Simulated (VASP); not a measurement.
# Ta (Im-3m) in VASP: a series of runs

Ta is run at these levels: PBE; tasks: single point.

Everything below comes from runs of VASP 6.6.1. Logs are shortened: lines on timing, memory, paths and dates and some standing lists are left out, and cuts for length are marked.

## (1) The cell of the first run

The structure is cubic, space group Im-3m (No. 229). Conventional cell: a = 3.303 Å, b = 3.303 Å, c = 3.303 Å, α = 90.00°, β = 90.00°, γ = 90.00°. Ta (site symmetry m-3m) has 14 Ta at 2.86 to 3.30 Å within 3.8 Å.

## (2) Single point, PBE

The input, INCAR:

```
ALGO = Normal ; EDIFF = 1E-6
ENCUT = 520 ; GGA = PE
ISIF = 2 ; ISMEAR = 0
LASPH = True ; LCHARG = False
LREAL = False ; LWAVE = False
NBANDS = 12 ; NELM = 80
PREC = Accurate ; SIGMA = 0.05
```

The input, KPOINTS:

```
k-points
0
Gamma
  18 18 18
```

The input, POSCAR:

```
Ta
1.0
   -1.6512800000      1.6512800000      1.6512800000
    1.6512800000     -1.6512800000      1.6512800000
    1.6512800000      1.6512800000     -1.6512800000
Ta
1
Direct
    0.0000000000      0.0000000000      0.0000000000
```

Potentials or basis: VASP PAW PBE potentials, release 64 (Ta_pv).

On the command line:

```sh
$ cat potpaw_PBE.64/Ta_pv/POTCAR > POTCAR
$ mpirun -np 1 vasp_std > vasp.out
```

OUTCAR:

```text
EDIFF = 1E-6
   ENCUT = 520
   GGA = PE
   ISIF = 2
   ISMEAR = 0
   LASPH = True
   LREAL = False
   NELM = 80
   PREC = Accurate

 ion  position               nearest neighbor table
   1  0.000  0.000  0.000-

  LATTYP: Found a body centered cubic cell.
 ALAT       =     3.3025600000

  Lattice vectors:

 A1 = (  -1.6512800000,   1.6512800000,   1.6512800000)
 A2 = (   1.6512800000,  -1.6512800000,   1.6512800000)
 A3 = (   1.6512800000,   1.6512800000,  -1.6512800000)

Analysis of symmetry for initial positions (statically):
=====================================================================
 Subroutine PRICEL returns:
 Original cell was already a primitive cell.

 Routine SETGRP: Setting up the symmetry group for a
 body centered cubic supercell.

 Subroutine GETGRP returns: Found 48 space group operations
 (whereof 48 operations were pure point group operations)
 out of a pool of 48 trial point group operations.

The static configuration has the point symmetry O_h .

Analysis of symmetry for dynamics (positions and initial velocities):
=====================================================================
 Subroutine PRICEL returns:
 Original cell was already a primitive cell.

 Routine SETGRP: Setting up the symmetry group for a
 body centered cubic supercell.

 Subroutine GETGRP returns: Found 48 space group operations
 (whereof 48 operations were pure point group operations)
 out of a pool of 48 trial point group operations.

The dynamic configuration has the point symmetry O_h .

 Subroutine INISYM returns: Found 48 space group operations
 (whereof 48 operations are pure point group operations),
 and found     1 'primitive' translations

----------------------------------------------------------------------------------------

                                     Primitive cell

  volume of cell :      18.0104

  direct lattice vectors                    reciprocal lattice vectors
    -1.651280000  1.651280000  1.651280000     0.000000000  0.302795407  0.302795407
     1.651280000 -1.651280000  1.651280000     0.302795407  0.000000000  0.302795407
     1.651280000  1.651280000 -1.651280000     0.302795407  0.302795407  0.000000000

  length of vectors
     2.860100858  2.860100858  2.860100858     0.428217371  0.428217371  0.428217371

  position of ions in fractional coordinates (direct lattice)
     0.000000000  0.000000000  0.000000000

  ion indices of the primitive-cell ions
   primitive index   ion index
                 1           1

----------------------------------------------------------------------------------------

 KPOINTS: k-points

Automatic generation of k-mesh.
 Grid dimensions read from file:
 generate k-points for:   18   18   18

 Generating k-lattice:

  Cartesian coordinates                     Fractional coordinates (reciprocal lattice)
     0.000000000  0.016821967  0.016821967     0.055555556  0.000000000  0.000000000
     0.016821967  0.000000000  0.016821967     0.000000000  0.055555556  0.000000000
     0.016821967  0.016821967  0.000000000     0.000000000  0.000000000  0.055555556

  Length of vectors
     0.023789854  0.023789854  0.023789854

  Shift w.r.t. Gamma in fractional coordinates (k-lattice)
     0.000000000  0.000000000  0.000000000

 Subroutine IBZKPT returns following result:
 ===========================================

 Found    195 irreducible k-points:

 Following reciprocal coordinates:
            Coordinates               Weight
  0.000000  0.000000  0.000000      1.000000
  0.055556  0.000000  0.000000     12.000000
  0.111111  0.000000  0.000000     12.000000
  0.166667  0.000000  0.000000     12.000000
  0.222222  0.000000  0.000000     12.000000
  0.277778  0.000000  0.000000     12.000000
[... 16 lines left out ...]
  0.333333  0.111111  0.000000     48.000000
  0.388889  0.111111  0.000000     48.000000
 [... further k-points ...]
   k-points           NKPTS =    195   k-points in BZ     NKDIM =    195   number of bands    NBANDS=     12
   number of dos      NEDOS =    301   number of ions     NIONS =      1
   total plane-waves  NPLWV =  13824
   dimension x,y,z NGX =    24 NGY =   24 NGZ =   24
   dimension x,y,z NGXF=    48 NGYF=   48 NGZF=   48
   ions per type =               1
   NGX,Y,Z   is equivalent  to a cutoff of  13.95, 13.95, 13.95 a.u.
   NGXF,Y,Z  is equivalent  to a cutoff of  27.90, 27.90, 27.90 a.u.
 SYSTEM =  unknown system
   PREC   = accura    normal or accurate (medium, high low for compatibility)
   ISTART =      0    job   : 0-new  1-cont  2-samecut
   ICHARG =      2    charge: 1-file 2-atom 10-const
   ISPIN  =      1    spin polarized calculation?
   LNONCOLLINEAR =      F non collinear calculations
   LSORBIT =      F    spin-orbit coupling
   LASPH  =      T    aspherical Exc in radial PAW
   ENCUT  =  520.0 eV  38.22 Ry    6.18 a.u.   5.32  5.32  5.32*2*pi/ulx,y,z
   NELM   =     80;   NELMIN=  2; NELMDL= -5     # of ELM steps
   EDIFF  = 0.1E-05   stopping-criterion for ELM
   LREAL  =      F    real-space projection
   EDIFFG = 0.1E-04   stopping-criterion for IOM
   NSW    =      0    number of steps for IOM
   IBRION =     -1    ionic relax: 0-MD 1-quasi-New 2-CG
   NFREE  =      0    steps in history (QN), initial steepest desc. (CG)
   ISIF   =      2    stress and relaxation
   ISYM   =      2    0-nonsym 1-usesym 2-fastsym
   POTIM  = 0.5000    time-step for ionic-motion
   TEBEG  =    0.0;   TEEND  =   0.0 temperature during run
   PSTRESS=    0.0 pullay stress
   NELECT =      11.0000    total number of electrons
   NUPDOWN=      -1.0000    fix difference up-down
   EMIN   =  10.00;   EMAX   =-10.00  energy-range for DOS
   EFERMI =   0.00;   METHOD = LEGACY
   ISMEAR =     0;   SIGMA  =   0.05  broadening in eV -4-tet -1-fermi 0-gaus
   EFERMI_NEDOS =   21; number of points for ismear=-14 and -15
   IALGO  =     38    algorithm
   IMIX   =      4    mixing-type and parameters
     AMIX     =   0.40;   BMIX     =  1.00
     AMIX_MAG =   1.60;   BMIX_MAG =  1.00
  volume/ion in A,a.u.               =      18.01       121.54
  Fermi-wavevector in a.u.,A,eV,Ry     =   1.388988  2.624806 26.249534  1.929286
  Thomas-Fermi vector in A             =   2.513061
   LORBIT       =      0    0 simple, 1 ext, 2 COOP (PROOUT), +10 PAW based schemes
   GGA     = PE    functional components
   LHFCALC =     F    Hartree Fock is set to
   AEXX    =    0.0000 exact exchange contribution
   IVDW    =     0    specifies the selected vdW correction
   LEPSILON=     F    determine dielectric tensor
   LRPA    =     F    only Hartree local field effects (RPA)
 non-spin polarized calculation
 Gauss-broadening in eV      SIGMA  =   0.05
  energy-cutoff  :      520.00
  volume of cell :       18.01
 maximum number of plane-waves:       498
 NGX is ok and might be reduce to    24

 number of electron      11.0000002 magnetization

 Free energy of the ion-electron system (eV)
  ---------------------------------------------------
  ext. energy  EPLUGINS =         0.00000000
  ---------------------------------------------------
  free energy    TOTEN  =       -11.81136156 eV

  energy without entropy =      -11.80979670  energy(sigma->0) =      -11.81057913

 E-fermi :   5.5087     XC(G=0): -12.6181

 val. band max:        5.5084645930   @ k =  -0.2778   0.3889   0.1111
 cond. band min:       5.5104419872   @ k =   0.1111   0.0556   0.0556
 fundamental gap:      0.0019773942
 Fermi energy:         5.5086730464

 k-point     1 :       0.0000    0.0000    0.0000
  band No.  band energies     occupation
      1     -27.5824      2.00000
      2     -27.5824      2.00000
      3     -27.5824      2.00000
      4      -2.4299      2.00000
      5       6.2229      0.00000
      6       6.2229      0.00000
      7       6.2229      0.00000
      8       9.4961      0.00000
      9       9.4962      0.00000
     10      20.1879      0.00000
     11      20.4976      0.00000
     12      20.4976      0.00000

 k-point     2 :       0.0556    0.0000    0.0000
  band No.  band energies     occupation
      1     -27.6210      2.00000
      2     -27.5942      2.00000
      3     -27.5826      2.00000
      4      -2.2914      2.00000
      5       6.1322      0.00000
      6       6.1974      0.00000
      7       6.3581      0.00000
      8       9.3465      0.00000
      9       9.4960      0.00000
     10      20.1877      0.00000
     11      20.6236      0.00000
     12      20.7404      0.00000

 k-point     3 :       0.1111    0.0000    0.0000
  band No.  band energies     occupation
      1     -27.7309      2.00000
      2     -27.6282      2.00000
      3     -27.5832      2.00000
      4      -1.8902      2.00000
      5       5.8826      0.00000
      6       6.0896      0.00000
      7       6.7600      0.00000
      8       9.0335      0.00000
      9       9.5037      0.00000
     10      20.1874      0.00000
     11      20.9405      0.00000
     12      21.4447      0.00000
[... 286 lines left out ...]
 k-point    23 :       0.3333    0.1111    0.0000
  band No.  band energies     occupation
      1     -28.6037      2.00000
      2     -27.9541      2.00000
      3     -27.6399      2.00000
      4       1.4348      2.00000
      5       4.2002      2.00000
      6       5.5601      0.14544
      7       9.1781      0.00000
      8      10.3545      0.00000
      9      12.3835      0.00000
     10      17.9462      0.00000
     11      19.2410      0.00000
     12      20.1993      0.00000

 k-point    24 :       0.3889    0.1111    0.0000
  band No.  band energies     occupation
      1     -28.6836      2.00000
      2     -27.9937      2.00000
      3     -27.6413      2.00000
      4       1.5035      2.00000
      5       4.0663      2.00000
      6       6.1436      0.00000
      7       9.2461      0.00000
      8      10.5412      0.00000
      9      13.3855      0.00000
     10      16.9864      0.00000
     11      18.4869      0.00000
     12      20.1957      0.00000

 [... further k-points ...]
[... 5 lines left out ...]
  --------------------------------------------------------------------------------------
  -------------------------------------------------------------------------------------
  Total        0.3454176      0.3454176      0.3454176     -0.0000000      0.0000000     -0.0000000
  in kB       30.7279025     30.7279025     30.7279025     -0.0000000      0.0000000     -0.0000000
  external PRESSURE =      30.7279025 kB  Pullay stress =       0.0000000 kB

 VOLUME and BASIS-vectors are now :
 -----------------------------------------------------------------------------
  energy-cutoff  :      520.00
  volume of cell :       18.01
      direct lattice vectors                 reciprocal lattice vectors
    -1.651280000  1.651280000  1.651280000     0.000000000  0.302795407  0.302795407
     1.651280000 -1.651280000  1.651280000     0.302795407  0.000000000  0.302795407
     1.651280000  1.651280000 -1.651280000     0.302795407  0.302795407  0.000000000

 POSITION                                       TOTAL-FORCE (eV/Angst)
 -----------------------------------------------------------------------------------
      0.00000      0.00000      0.00000         0.000000      0.000000     -0.000000
 -----------------------------------------------------------------------------------
    total drift:                                0.000000      0.000000     -0.000000

  FREE ENERGIE OF THE ION-ELECTRON SYSTEM (eV)
  ---------------------------------------------------
  free  energy   TOTEN  =       -11.8113615579 eV

  energy  without entropy=      -11.8097966955  energy(sigma->0) =      -11.81057913
```

It took 15 s on 1 thread of Intel Xeon Platinum 8488C (Sapphire Rapids), shared host; peak memory 0.17 GiB.

Results:

```yaml
Free_energy: -11.8114 eV
Pressure: 3.1 GPa
```

Caveat: spin-orbit coupling is left out, which moves the levels of the heavy elements.

## (3) Single point, PBE

This run uses another cell than the first one: it holds 16 atoms, not 1.

The input, INCAR:

```
PREC     = Accurate       # precision mode
ENCUT    = 520            # plane-wave cutoff, eV
EDIFF    = 1E-6           # SCF threshold, eV
ISMEAR   = -1             # smearing method
SIGMA    = 0.05           # smearing width, eV
LREAL    = Auto         
LASPH    = True           # aspherical terms in the spheres
NELM     = 100            # most SCF steps
ALGO     = Fast           # electronic algorithm
ISIF     = 2              # what is computed and relaxed
LWAVE    = False          # write WAVECAR
LCHARG   = True           # write CHGCAR
GGA      = PE             # functional
LELF     = True           # ELF
LVHAR    = True         
NBANDS   = 102            # bands
```

The input, KPOINTS:

```
regular mesh
0
Gamma
  4 4 4
```

The input, POSCAR:

```
Ta
1.0
    6.6051200000      0.0000000000      0.0000000000
    0.0000000000      6.6051200000      0.0000000000
    0.0000000000      0.0000000000      6.6051200000
Ta
16
Direct
    0.0000000000      0.0000000000      0.0000000000
    0.5000000000      0.0000000000      0.0000000000
    0.0000000000      0.5000000000      0.0000000000
    0.0000000000      0.0000000000      0.5000000000
    0.2500000000      0.2500000000      0.2500000000
    0.5000000000      0.5000000000      0.0000000000
    0.5000000000      0.0000000000      0.5000000000
    0.7500000000      0.2500000000      0.2500000000
    0.0000000000      0.5000000000      0.5000000000
    0.2500000000      0.7500000000      0.2500000000
    0.2500000000      0.2500000000      0.7500000000
    0.5000000000      0.5000000000      0.5000000000
    0.7500000000      0.7500000000      0.2500000000
    0.7500000000      0.2500000000      0.7500000000
    0.2500000000      0.7500000000      0.7500000000
    0.7500000000      0.7500000000      0.7500000000
```

Potentials or basis: VASP PAW PBE potentials, release 64 (Ta_pv).

On the command line:

```sh
$ cat potpaw_PBE.64/Ta_pv/POTCAR > POTCAR
$ mpirun -np 1 vasp_std > vasp.out
```

Run time: 6.3 min. Hardware: 1 thread of Intel Xeon Platinum 8488C (Sapphire Rapids), shared host; peak memory 0.45 GiB.

It converged, with:

```yaml
Free_energy: -189.0403 eV
Pressure: 3.3 GPa
Band_gap_on_the_k_mesh: zero (band 88 reaches 6.74 eV, above the bottom of band 89 at 4.48 eV)
```

Levels at points of the mesh, in eV from the Fermi level:
| k point | band 85 | band 86 | band 87 | band 88 | band 89 | band 90 | band 91 | band 92 | band 93 | band 94 |
| --- | --- | --- | --- | --- | --- | --- | --- | --- | --- | --- |
| (0.00, 0.00, 0.00) | 1.27 | 1.27 | 1.27 | 1.27 | 1.27 | 1.27 | 1.27 | 1.27 | 1.27 | 1.27 |
| (0.50, 0.00, 0.00) | -0.48 | -0.48 | 0.30 | 0.30 | 0.30 | 0.30 | 0.65 | 0.65 | 0.65 | 0.65 |
| (0.50, 0.50, 0.00) | -0.54 | -0.54 | -0.54 | -0.54 | -0.08 | -0.08 | -0.08 | -0.08 | 1.13 | 1.13 |
| (0.50, 0.50, 0.50) | -0.99 | -0.99 | -0.99 | -0.99 | -0.99 | -0.99 | -0.99 | -0.99 | -0.99 | -0.99 |

Caveat: spin-orbit coupling is left out, which moves the levels of the heavy elements.
